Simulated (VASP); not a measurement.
# Zr in VASP: single point with RPBE

Aim: the single point of Zr with RPBE.

Program: VASP 6.6.1. These are calculated values, not measurements. Logs are shortened: lines on timing, memory, paths and dates and some standing lists are left out, and cuts for length are marked.

## 1. The cell of the first run

The typed cell holds 2 atoms: a = 3.258 Å, b = 3.258 Å, c = 5.213 Å, α = 90.01°, β = 90.01°, γ = 119.96°.

## 2. Single point, RPBE

Input file INCAR:

```
ALGO = Normal
EDIFF = 1E-7
ENCUT = 520
GGA = RP
ISIF = 2
ISMEAR = -1
LASPH = True
LCHARG = False
LREAL = False
LWAVE = False
NBANDS = 19
NELM = 80
PREC = Accurate
SIGMA = 0.1
```

Input file KPOINTS:

```
k-points
0
Gamma
  18 18 10
```

Input file POSCAR:

```
Zr
1.0
   -1.7988698422      2.1911120792      1.6063287660
    2.1911120792     -1.7988698422      1.6063287660
    3.6324965332      3.6324965332     -0.8879363906
Zr
2
Direct
    0.0416033148      0.9583966852      1.0000000000
    0.7083966852      0.2916033148      0.5000000000
```

Potentials or basis: VASP PAW PBE potentials, release 64 (Zr_sv).

On the command line:

```bash
$ cat potpaw_PBE.64/Zr_sv/POTCAR > POTCAR
$ mpirun -np 1 vasp_std > vasp.out
```

OUTCAR:

```text
EDIFF = 1E-7
   ENCUT = 520
   GGA = RP
   ISIF = 2
   ISMEAR = -1
   LASPH = True
   LREAL = False
   NELM = 80
   PREC = Accurate

 ion  position               nearest neighbor table
   1  0.042  0.958  0.000-   2 3.21   2 3.21   2 3.21   2 3.21   2 3.22   2 3.22
   2  0.708  0.292  0.500-   1 3.21   1 3.21   1 3.21   1 3.21   1 3.22   1 3.22

  LATTYP: Found a base centered monoclinic cell.
 ALAT       =     3.2601957553
 B/A-ratio  =     1.7307815145
 C/A-ratio  =     1.5990756487
 COS(beta)  =    -0.0001764141

  Lattice vectors:

 A1 = (  -1.7988698422,   2.1911120792,   1.6063287660)
 A2 = (   2.1911120792,  -1.7988698422,   1.6063287660)
 A3 = (   3.6324965332,   3.6324965332,  -0.8879363906)

Analysis of symmetry for initial positions (statically):
=====================================================================
 Subroutine PRICEL returns:
 Original cell was already a primitive cell.

 Routine SETGRP: Setting up the symmetry group for a
 base centered monoclinic supercell.

 Subroutine GETGRP returns: Found  4 space group operations
 (whereof  2 operations were pure point group operations)
 out of a pool of  4 trial point group operations.

The static configuration has the point symmetry C_2 .
 The point group associated with its full space group is C_2h.

Analysis of symmetry for dynamics (positions and initial velocities):
=====================================================================
 Subroutine PRICEL returns:
 Original cell was already a primitive cell.

 Routine SETGRP: Setting up the symmetry group for a
 base centered monoclinic supercell.

 Subroutine GETGRP returns: Found  4 space group operations
 (whereof  2 operations were pure point group operations)
 out of a pool of  4 trial point group operations.

The dynamic configuration has the point symmetry C_2 .
 The point group associated with its full space group is C_2h.

 Subroutine INISYM returns: Found  4 space group operations
 (whereof  2 operations are pure point group operations),
 and found     1 'primitive' translations

----------------------------------------------------------------------------------------

                                     Primitive cell

  volume of cell :      47.9526

  direct lattice vectors                    reciprocal lattice vectors
    -1.798869842  2.191112079  1.606328766    -0.088372694  0.162255008  0.302248287
     2.191112079 -1.798869842  1.606328766     0.162255008 -0.088372694  0.302248287
     3.632496533  3.632496533 -0.887936391     0.133657421  0.133657421 -0.032637208

  length of vectors
     3.258404051  3.258404051  5.213299642     0.354246309  0.354246309  0.191817099

  position of ions in fractional coordinates (direct lattice)
     0.041603315  0.958396685  1.000000000
     0.708396685  0.291603315  0.500000000

  ion indices of the primitive-cell ions
   primitive index   ion index
                 1           1
                 2           2

----------------------------------------------------------------------------------------

 KPOINTS: k-points

Automatic generation of k-mesh.
 Grid dimensions read from file:
 generate k-points for:   18   18   10

 Generating k-lattice:

  Cartesian coordinates                     Fractional coordinates (reciprocal lattice)
    -0.004909594  0.009014167  0.016791571     0.055555556 -0.000000000  0.000000000
     0.009014167 -0.004909594  0.016791571    -0.000000000  0.055555556  0.000000000
     0.013365742  0.013365742 -0.003263721     0.000000000  0.000000000  0.100000000

  Length of vectors
     0.019680351  0.019680351  0.019181710

  Shift w.r.t. Gamma in fractional coordinates (k-lattice)
     0.000000000  0.000000000  0.000000000

 Subroutine IBZKPT returns following result:
 ===========================================

 Found    866 irreducible k-points:

 Following reciprocal coordinates:
            Coordinates               Weight
  0.000000  0.000000  0.000000      1.000000
  0.055556  0.000000  0.000000      4.000000
  0.111111  0.000000  0.000000      4.000000
  0.166667  0.000000  0.000000      4.000000
  0.222222  0.000000  0.000000      4.000000
  0.277778 -0.000000  0.000000      4.000000
[... 16 lines left out ...]
 -0.277778  0.055556  0.000000      4.000000
 -0.222222  0.055556 -0.000000      4.000000
 [... further k-points ...]
   k-points           NKPTS =    866   k-points in BZ     NKDIM =    866   number of bands    NBANDS=     19
   number of dos      NEDOS =    301   number of ions     NIONS =      2
   total plane-waves  NPLWV =  23040
   dimension x,y,z NGX =    24 NGY =   24 NGZ =   40
   dimension x,y,z NGXF=    48 NGYF=   48 NGZF=   80
   ions per type =               2
   NGX,Y,Z   is equivalent  to a cutoff of  12.24, 12.24, 12.76 a.u.
   NGXF,Y,Z  is equivalent  to a cutoff of  24.49, 24.49, 25.51 a.u.
 SYSTEM =  unknown system
   PREC   = accura    normal or accurate (medium, high low for compatibility)
   ISTART =      0    job   : 0-new  1-cont  2-samecut
   ICHARG =      2    charge: 1-file 2-atom 10-const
   ISPIN  =      1    spin polarized calculation?
   LNONCOLLINEAR =      F non collinear calculations
   LSORBIT =      F    spin-orbit coupling
   LASPH  =      T    aspherical Exc in radial PAW
   ENCUT  =  520.0 eV  38.22 Ry    6.18 a.u.   6.06  6.06  9.69*2*pi/ulx,y,z
   NELM   =     80;   NELMIN=  2; NELMDL= -5     # of ELM steps
   EDIFF  = 0.1E-06   stopping-criterion for ELM
   LREAL  =      F    real-space projection
   EDIFFG = 0.1E-05   stopping-criterion for IOM
   NSW    =      0    number of steps for IOM
   IBRION =     -1    ionic relax: 0-MD 1-quasi-New 2-CG
   NFREE  =      0    steps in history (QN), initial steepest desc. (CG)
   ISIF   =      2    stress and relaxation
   ISYM   =      2    0-nonsym 1-usesym 2-fastsym
   POTIM  = 0.5000    time-step for ionic-motion
   TEBEG  =    0.0;   TEEND  =   0.0 temperature during run
   PSTRESS=    0.0 pullay stress
   NELECT =      24.0000    total number of electrons
   NUPDOWN=      -1.0000    fix difference up-down
   EMIN   =  10.00;   EMAX   =-10.00  energy-range for DOS
   EFERMI =   0.00;   METHOD = LEGACY
   ISMEAR =    -1;   SIGMA  =   0.10  broadening in eV -4-tet -1-fermi 0-gaus
   EFERMI_NEDOS =   21; number of points for ismear=-14 and -15
   IALGO  =     38    algorithm
   IMIX   =      4    mixing-type and parameters
     AMIX     =   0.40;   BMIX     =  1.00
     AMIX_MAG =   1.60;   BMIX_MAG =  1.00
  volume/ion in A,a.u.               =      23.98       161.80
  Fermi-wavevector in a.u.,A,eV,Ry     =   1.299794  2.456254 22.986554  1.689464
  Thomas-Fermi vector in A             =   2.431035
   LORBIT       =      0    0 simple, 1 ext, 2 COOP (PROOUT), +10 PAW based schemes
   GGA     = RP    functional components
   LHFCALC =     F    Hartree Fock is set to
   AEXX    =    0.0000 exact exchange contribution
   IVDW    =     0    specifies the selected vdW correction
   LEPSILON=     F    determine dielectric tensor
   LRPA    =     F    only Hartree local field effects (RPA)
 non-spin polarized calculation
  energy-cutoff  :      520.00
  volume of cell :       47.95
 maximum number of plane-waves:      1314
   NGX = 13   NGY = 13   NGZ = 19

 number of electron      24.0000001 magnetization

 Free energy of the ion-electron system (eV)
  ---------------------------------------------------
  ext. energy  EPLUGINS =         0.00000000
  ---------------------------------------------------
  free energy    TOTEN  =       -16.22843221 eV

  energy without entropy =      -16.15764063  energy(sigma->0) =      -16.19303642

 E-fermi :   8.7318     XC(G=0): -10.8734

 val. band max:        8.7283033596   @ k =  -0.4444   0.2222   0.5000
 cond. band min:       8.7362949073   @ k =   0.4444   0.3889   0.3000
 fundamental gap:      0.0079915478
 Fermi energy:         8.7318387818

 k-point     1 :       0.0000    0.0000    0.0000
  band No.  band energies     occupation
      1     -40.1687      2.00000
      2     -40.0351      2.00000
      3     -18.6302      2.00000
      4     -17.8463      2.00000
      5     -17.8457      2.00000
      6     -17.7277      2.00000
[... 11 lines left out ...]
     18      10.8828      0.00000
     19      13.0620      0.00000

 k-point     2 :       0.0556    0.0000    0.0000
  band No.  band energies     occupation
      1     -40.1656      2.00000
      2     -40.0337      2.00000
      3     -18.6216      2.00000
      4     -17.8653      2.00000
      5     -17.8521      2.00000
      6     -17.7405      2.00000
[... 11 lines left out ...]
     18      10.8079      0.00000
     19      13.1168      0.00000

 k-point     3 :       0.1111    0.0000    0.0000
  band No.  band energies     occupation
      1     -40.1565      2.00000
      2     -40.0299      2.00000
      3     -18.5964      2.00000
      4     -17.9205      2.00000
      5     -17.8699      2.00000
      6     -17.7974      2.00000
[... 11 lines left out ...]
     18      10.6135      0.00000
     19      13.2513      0.00000

 k-point     4 :       0.1667    0.0000    0.0000
  band No.  band energies     occupation
      1     -40.1423      2.00000
      2     -40.0243      2.00000
      3     -18.5562      2.00000
      4     -18.0050      2.00000
      5     -17.8964      2.00000
      6     -17.8825      2.00000
[... 407 lines left out ...]
     18      12.4230      0.00000
     19      13.6813      0.00000

 k-point    23 :      -0.2778    0.0556    0.0000
  band No.  band energies     occupation
      1     -40.1127      2.00000
      2     -40.0142      2.00000
      3     -18.4679      2.00000
      4     -18.1639      2.00000
      5     -18.0550      2.00000
      6     -17.9397      2.00000
[... 11 lines left out ...]
     18      11.8014      0.00000
     19      13.5874      0.00000

 k-point    24 :      -0.2222    0.0556   -0.0000
  band No.  band energies     occupation
      1     -40.1317      2.00000
      2     -40.0204      2.00000
      3     -18.5253      2.00000
      4     -18.0581      2.00000
      5     -17.9665      2.00000
      6     -17.8938      2.00000
[... 11 lines left out ...]
     18      11.2569      0.00000
     19      13.4645      0.00000

 [... further k-points ...]

------------------------ aborting loop because EDIFF is reached ----------------------------------------

  FORCE on cell =-STRESS in cart. coord.  units (eV):
  Direction    XX          YY          ZZ          XY          YZ          ZX
  --------------------------------------------------------------------------------------
  -------------------------------------------------------------------------------------
  Total       -0.0053859     -0.0053859     -0.0224191     -0.0067416     -0.0002210     -0.0002210
  in kB       -0.1799528     -0.1799528     -0.7490595     -0.2252490     -0.0073828     -0.0073832
  external PRESSURE =      -0.3696550 kB  Pullay stress =       0.0000000 kB

 VOLUME and BASIS-vectors are now :
 -----------------------------------------------------------------------------
  energy-cutoff  :      520.00
  volume of cell :       47.95
      direct lattice vectors                 reciprocal lattice vectors
    -1.798869842  2.191112079  1.606328766    -0.088372694  0.162255008  0.302248287
     2.191112079 -1.798869842  1.606328766     0.162255008 -0.088372694  0.302248287
     3.632496533  3.632496533 -0.887936391     0.133657421  0.133657421 -0.032637208

 POSITION                                       TOTAL-FORCE (eV/Angst)
 -----------------------------------------------------------------------------------
      2.02512     -1.63287      1.60633        -0.001528      0.001528      0.000000
      1.18087      2.84387      1.16236         0.001528     -0.001528     -0.000000
 -----------------------------------------------------------------------------------
    total drift:                               -0.000000     -0.000000      0.000000

  FREE ENERGIE OF THE ION-ELECTRON SYSTEM (eV)
  ---------------------------------------------------
  free  energy   TOTEN  =       -16.2284322095 eV

  energy  without entropy=      -16.1576406287  energy(sigma->0) =      -16.19303642
```

Run time: 6.2 min. Hardware: 1 thread of Intel Xeon Platinum 8488C (Sapphire Rapids), shared host; peak memory 0.67 GiB.

Results:

| Item | Value |
| --- | --- |
| Free energy | -16.2284 eV |
| Pressure | 0.0 GPa |
| Band gap on the k mesh | zero (bands 12 and 13 overlap by 1.15 eV) |

Forces on the atoms (eV/Å):
```
Zr  -0.002  0.002  0.000
Zr   0.002 -0.002  0.000
```

Caveat: the PAW data sets were made with another functional, which shifts forces and pressure a little.
